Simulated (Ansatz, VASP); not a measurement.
Two plane-wave programs on CuO

```
Cu O
1.0
     2.34465   -1.71340    0.00000
     2.34465    1.71340    0.00000
    -0.86055    0.00000    5.05944
Cu O
2 2
Direct
  0.00320 0.49680 0.00000
  0.49680 0.00320 0.50000
  0.57140 0.40560 0.25370
  0.40560 0.57140 0.75370
```

Alike in both runs: task single point; functional PBEsol; k mesh 16 × 16 × 8; occupations gaussian, width 0.5 eV; no spin polarisation.

```csv
,VASP,Ansatz
version,VASP 6.6.1,Ansatz 0.2.0
potentials or method,"VASP PAW PBE potentials, release 64 (Cu, O), cutoff 520 eV","scalar-relativistic, plane waves, PAW"
valence electrons in the cell,34,50
```

Ansatz gave:

* gap on the k mesh at the Fermi level (eV): none
* pressure (GPa): -2.3
* traceless stress, the component that is largest in VASP (GPa): 2.17
* rms of the force components (eV/Å): 0.428

Problem. What did VASP give for the same quantities?

Solution. gap on the k mesh at the Fermi level (eV): none; pressure (GPa): -1.7; traceless stress, the component that is largest in VASP (GPa): 1.79; rms of the force components (eV/Å): 0.435.

VASP's potentials were made for PBE, not for PBEsol. Atom by atom the forces differ by 0.021 eV/Å (rms over components). A gap of «none» marks a metal or a gap that the smearing closes. VASP's potentials hold 34 valence electrons a cell and Ansatz's 50, so a difference there can come from the potentials and not from the codes.
